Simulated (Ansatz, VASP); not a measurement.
**Two plane-wave programs on LaH**

```
CELL_PARAMETERS angstrom
3.41717 0.00000 0.00000
0.00000 3.41717 0.00000
0.00000 0.00000 3.58836
ATOMIC_POSITIONS crystal
La 0.50000 0.50000 0.00000
H 0.00000 0.00000 0.00000
```

Alike in both runs: functional PBE; k mesh 6 × 6 × 6; occupations gaussian, width 0.2 eV; no spin polarisation.

Ansatz relaxed the structure, and its values are those at the end. VASP's run is a single point on that final structure, the one shown.

```csv
,VASP,Ansatz
version,VASP 6.6.1,Ansatz 0.2.0
potentials or method,"VASP PAW PBE potentials, release 64 (La, H), cutoff 500 eV","scalar-relativistic, plane waves, PAW"
valence electrons in the cell,12,12
```

|  | VASP | Ansatz | Ansatz less VASP |
| --- | --- | --- | --- |
| gap on the k mesh at the Fermi level (eV) | none | none | - |
| pressure (GPa) | 0.1 | 0.1 | +0.09 |

A gap of «none» marks a metal or a gap that the smearing closes.

Spin-orbit coupling is off throughout.
